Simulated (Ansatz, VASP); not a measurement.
## W7Au in VASP and in Ansatz

```
W Au
1.0
     0.00000    4.16218    4.16218
     4.16218    0.00000    4.16218
     4.16218    4.16218    0.00000
W Au
7 1
Direct
  0.23083 0.76917 0.76917
  0.76917 0.23083 0.23083
  0.76917 0.23083 0.76917
  0.23083 0.76917 0.23083
  0.76917 0.76917 0.23083
  0.23083 0.23083 0.76917
  0.25000 0.25000 0.25000
  0.50000 0.50000 0.50000
```

Alike in both runs: task relaxation of cell and atoms; functional PBE; k mesh 4 × 4 × 4; occupations gaussian, width 0.1 eV; no spin polarisation.

```csv
,VASP,Ansatz
version,VASP 6.6.1,Ansatz 0.2.0
potentials or method,"VASP PAW PBE potentials, release 64 (W_sv, Au), cutoff 600 eV","scalar-relativistic, plane waves, PAW"
valence electrons in the cell,109,117
```

|  | VASP | Ansatz | Ansatz less VASP |
| --- | --- | --- | --- |
| gap on the k mesh at the Fermi level, each at its own relaxed structure (eV) | none | none | - |
| relaxed volume (Å³/atom) | 21.38 | 21.34 | -0.039 |
| relaxed cell length with the largest relative difference (Å) | 6.231 | 6.227 | -0.0038 |

A gap of «none» marks a metal or a gap that the smearing closes. VASP's potentials hold 109 valence electrons a cell and Ansatz's 117, so a difference there can come from the potentials and not from the codes.

Spin-orbit coupling is off throughout. Noted on VASP's run: the volume moved by over 15 % at a fixed basis, so the end points are rough.
